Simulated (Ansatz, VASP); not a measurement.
Two plane-wave programs on AlN

```
Al N
1.0
     2.56109    0.00000    0.00000
     0.00000    2.56109    0.00000
     0.00000    0.00000    2.56109
Al N
1 1
Direct
  0.00000 0.00000 0.00000
  0.50000 0.50000 0.50000
```

Change from the starting cell: volume scaled by 0.94, PAW files.

Alike in both runs: task single point; functional PBE; k mesh 15 × 15 × 15; occupations fermi-dirac, width 0.1 eV; no spin polarisation.

|  | VASP | Ansatz |
| --- | --- | --- |
| version | VASP 6.6.1 | Ansatz 0.2.0 |
| potentials or method | VASP PAW PBE potentials, release 64 (Al, N) | PAW with Ansatz's default frozen-core files, scalar-relativistic |
| plane-wave cutoff (eV) | 520 | 420 |
| valence electrons in the cell | 8 | 8 |

|  | VASP | Ansatz | Ansatz less VASP |
| --- | --- | --- | --- |
| pressure (GPa) | 13.3 | 13.4 | +0.10 |
